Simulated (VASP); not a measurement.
# Cl (Pm-3m) in VASP: density of states with PBEsol

Aim: the density of states of Cl with PBEsol.

All numbers are computed with VASP 6.6.1; they aren't measurements. Logs are shortened: lines on timing, memory, paths and dates and some standing lists are left out, and cuts for length are marked.

## Step 1: The cell of the first run

It takes space group Pm-3m (No. 221, cubic). The conventional cell has a = 2.053 Å, b = 2.053 Å, c = 2.053 Å, α = 90.00°, β = 90.00°, γ = 90.00°. Cl (site symmetry m-3m) has 6 Cl at 2.05 Å within 2.7 Å.

## Step 2: Density of states, PBEsol (volume scaled by 0.4)

POSCAR

```
Cl
1.0
    2.0529811761      0.0000000000      0.0000000000
    0.0000000000      2.0529811761      0.0000000000
    0.0000000000      0.0000000000      2.0529811761
Cl
1
Direct
    0.0000000000      0.0000000000      0.0000000000
```

INCAR.step1

```
ALGO     = Normal         # electronic algorithm
EDIFF    = 1E-7           # SCF threshold, eV
ENCUT    = 520            # plane-wave cutoff, eV
GGA      = PS             # functional
ISIF     = 2              # what is computed and relaxed
ISMEAR   = -1             # smearing method
LASPH    = True           # aspherical terms in the spheres
LCHARG   = True           # write CHGCAR
LREAL    = False          # projectors in reciprocal space
LWAVE    = False          # write WAVECAR
NBANDS   = 10             # bands
NELM     = 60             # most SCF steps
PREC     = Accurate       # precision mode
SIGMA    = 0.08           # smearing width, eV
```

KPOINTS.step1

```
k-points
0
Gamma
  15 15 15
```

INCAR.step2

```
ALGO     = Normal         # electronic algorithm
EDIFF    = 1E-7           # SCF threshold, eV
ENCUT    = 520            # plane-wave cutoff, eV
GGA      = PS             # functional
ICHARG   = 11             # starting density
ISIF     = 2              # what is computed and relaxed
ISMEAR   = -5             # smearing method
LASPH    = True           # aspherical terms in the spheres
LCHARG   = False          # write CHGCAR
LORBIT   = 11             # projections on sites
LREAL    = False          # projectors in reciprocal space
LWAVE    = False          # write WAVECAR
NEDOS    = 1001           # points of the DOS
NELM     = 60             # most SCF steps
PREC     = Accurate       # precision mode
SIGMA    = 0.08           # smearing width, eV
```

KPOINTS.step2

```
k-points
0
Gamma
  23 23 23
```

Potentials or basis: VASP PAW PBE potentials, release 64 (Cl).

Command:

```sh
$ cat potpaw_PBE.64/Cl/POTCAR > POTCAR
$ cp INCAR.step1 INCAR
$ cp KPOINTS.step1 KPOINTS
$ mpirun -np 1 vasp_std > vasp.out
$ cp INCAR.step2 INCAR
$ cp KPOINTS.step2 KPOINTS
$ mpirun -np 1 vasp_std > vasp.out
```

OUTCAR:

```text
EDIFF = 1E-7
   ENCUT = 520
   GGA = PS
   ICHARG = 11
   ISIF = 2
   ISMEAR = -5
   LASPH = True
   LORBIT = 11
   LREAL = False
   NELM = 60
   PREC = Accurate

 ion  position               nearest neighbor table
   1  0.000  0.000  0.000-

  LATTYP: Found a simple cubic cell.
 ALAT       =     2.0529811761

  Lattice vectors:

 A1 = (   2.0529811761,   0.0000000000,   0.0000000000)
 A2 = (   0.0000000000,   2.0529811761,   0.0000000000)
 A3 = (   0.0000000000,   0.0000000000,   2.0529811761)

Analysis of symmetry for initial positions (statically):
=====================================================================
 Subroutine PRICEL returns:
 Original cell was already a primitive cell.

 Routine SETGRP: Setting up the symmetry group for a
 simple cubic supercell.

 Subroutine GETGRP returns: Found 48 space group operations
 (whereof 48 operations were pure point group operations)
 out of a pool of 48 trial point group operations.

The static configuration has the point symmetry O_h .

Analysis of symmetry for dynamics (positions and initial velocities):
=====================================================================
 Subroutine PRICEL returns:
 Original cell was already a primitive cell.

 Routine SETGRP: Setting up the symmetry group for a
 simple cubic supercell.

 Subroutine GETGRP returns: Found 48 space group operations
 (whereof 48 operations were pure point group operations)
 out of a pool of 48 trial point group operations.

The dynamic configuration has the point symmetry O_h .

 Subroutine INISYM returns: Found 48 space group operations
 (whereof 48 operations are pure point group operations),
 and found     1 'primitive' translations

----------------------------------------------------------------------------------------

                                     Primitive cell

  volume of cell :       8.6528

  direct lattice vectors                    reciprocal lattice vectors
     2.052981176  0.000000000  0.000000000     0.487096527  0.000000000  0.000000000
     0.000000000  2.052981176  0.000000000     0.000000000  0.487096527  0.000000000
     0.000000000  0.000000000  2.052981176     0.000000000  0.000000000  0.487096527

  length of vectors
     2.052981176  2.052981176  2.052981176     0.487096527  0.487096527  0.487096527

  position of ions in fractional coordinates (direct lattice)
[... 77 lines left out ...]
   ENCUT  =  520.0 eV  38.22 Ry    6.18 a.u.   3.82  3.82  3.82*2*pi/ulx,y,z
   NELM   =     60;   NELMIN=  2; NELMDL=  0     # of ELM steps
   EDIFF  = 0.1E-06   stopping-criterion for ELM
   LREAL  =      F    real-space projection
   EDIFFG = 0.1E-05   stopping-criterion for IOM
   NSW    =      0    number of steps for IOM
   IBRION =     -1    ionic relax: 0-MD 1-quasi-New 2-CG
   NFREE  =      0    steps in history (QN), initial steepest desc. (CG)
   ISIF   =      2    stress and relaxation
   ISYM   =      2    0-nonsym 1-usesym 2-fastsym
   POTIM  = 0.5000    time-step for ionic-motion
   TEBEG  =    0.0;   TEEND  =   0.0 temperature during run
   PSTRESS=    0.0 pullay stress
   NELECT =       7.0000    total number of electrons
   NUPDOWN=      -1.0000    fix difference up-down
   EMIN   =  10.00;   EMAX   =-10.00  energy-range for DOS
   EFERMI =   0.00;   METHOD = LEGACY
   ISMEAR =    -5;   SIGMA  =   0.08  broadening in eV -4-tet -1-fermi 0-gaus
   EFERMI_NEDOS =   21; number of points for ismear=-14 and -15
   IALGO  =     38    algorithm
   IMIX   =      4    mixing-type and parameters
     AMIX     =   0.40;   BMIX     =  1.00
     AMIX_MAG =   1.60;   BMIX_MAG =  1.00
  volume/ion in A,a.u.               =       8.65        58.39
  Fermi-wavevector in a.u.,A,eV,Ry     =   1.525419  2.882624 31.659448  2.326904
  Thomas-Fermi vector in A             =   2.633592
   LORBIT       =     11    0 simple, 1 ext, 2 COOP (PROOUT), +10 PAW based schemes
   GGA     = PS    functional components
   LHFCALC =     F    Hartree Fock is set to
   AEXX    =    0.0000 exact exchange contribution
   IVDW    =     0    specifies the selected vdW correction
   LEPSILON=     F    determine dielectric tensor
   LRPA    =     F    only Hartree local field effects (RPA)
 non-spin polarized calculation
 Fermi weights with tetrahedron method with Bloechl corrections
  energy-cutoff  :      520.00
  volume of cell :        8.65
 maximum number of plane-waves:       251
 NGX is ok and might be reduce to    16

 number of electron       7.0000004 magnetization

 Free energy of the ion-electron system (eV)
  ---------------------------------------------------
  ext. energy  EPLUGINS =         0.00000000
  ---------------------------------------------------
  free energy    TOTEN  =         3.97493292 eV

  energy without entropy =        3.97493292  energy(sigma->0) =        3.97493292

 E-fermi :  19.6113     XC(G=0): -14.3772

 val. band max:       19.7969900245   @ k =   0.1304   0.0000   0.0000
 cond. band min:      19.5632231627   @ k =   0.3913   0.1739   0.1304
 fundamental gap:     -0.2337668618
 Fermi energy:        19.6113123726

 k-point     1 :       0.0000    0.0000    0.0000
  band No.  band energies     occupation
      1      -9.5119      2.00000
      2      19.4068      2.00000
      3      19.4068      2.00000
      4      19.4068      2.00000
      5      23.6432      0.00000
      6      23.6432      0.00000
      7      33.9193      0.00000
[... 221 lines left out ...]
 k-point    24 :       0.0870    0.0870    0.0000
  band No.  band energies     occupation
      1      -9.0416      2.00000
      2      16.2089      2.00000
      3      17.3331      2.00000
      4      19.7563      0.77520
      5      25.3444      0.00000
      6      27.7161      0.00000
      7      35.1153      0.00000

 [... further k-points ...]
[... 5 lines left out ...]
  --------------------------------------------------------------------------------------
  -------------------------------------------------------------------------------------
  Total       13.5079936     13.5079936     13.5079936      0.0000000      0.0000000      0.0000000
  in kB     2501.1890874   2501.1890874   2501.1890874      0.0000000      0.0000000      0.0000000
  external PRESSURE =    2501.1890874 kB  Pullay stress =       0.0000000 kB

 VOLUME and BASIS-vectors are now :
 -----------------------------------------------------------------------------
  energy-cutoff  :      520.00
  volume of cell :        8.65
      direct lattice vectors                 reciprocal lattice vectors
     2.052981176  0.000000000  0.000000000     0.487096527  0.000000000  0.000000000
     0.000000000  2.052981176  0.000000000     0.000000000  0.487096527  0.000000000
     0.000000000  0.000000000  2.052981176     0.000000000  0.000000000  0.487096527

 POSITION                                       TOTAL-FORCE (eV/Angst)
 -----------------------------------------------------------------------------------
      0.00000      0.00000      0.00000         0.000000      0.000000      0.000000
 -----------------------------------------------------------------------------------
    total drift:                                0.000000     -0.000000      0.000000

  FREE ENERGIE OF THE ION-ELECTRON SYSTEM (eV)
  ---------------------------------------------------
  free  energy   TOTEN  =         3.9749329184 eV

  energy  without entropy=        3.9749329184  energy(sigma->0) =        3.97493292

 total charge

# of ion       s       p       d       tot
------------------------------------------
    1        1.727   3.376   0.000   5.103
```

Run time: 12 s. Hardware: 1 thread of AMD EPYC 9R45 (Zen 5), shared host; peak memory 0.1 GiB.

What came out:

* Valence electrons inside the program's atomic spheres: Cl 5.10

Caveat: the PAW data sets were made with another functional, which shifts forces and pressure a little; an odd number of electrons without spin polarisation forces a metal; a magnetic or distorted state may lie lower; tetrahedron occupations give inexact forces and stress in metals.
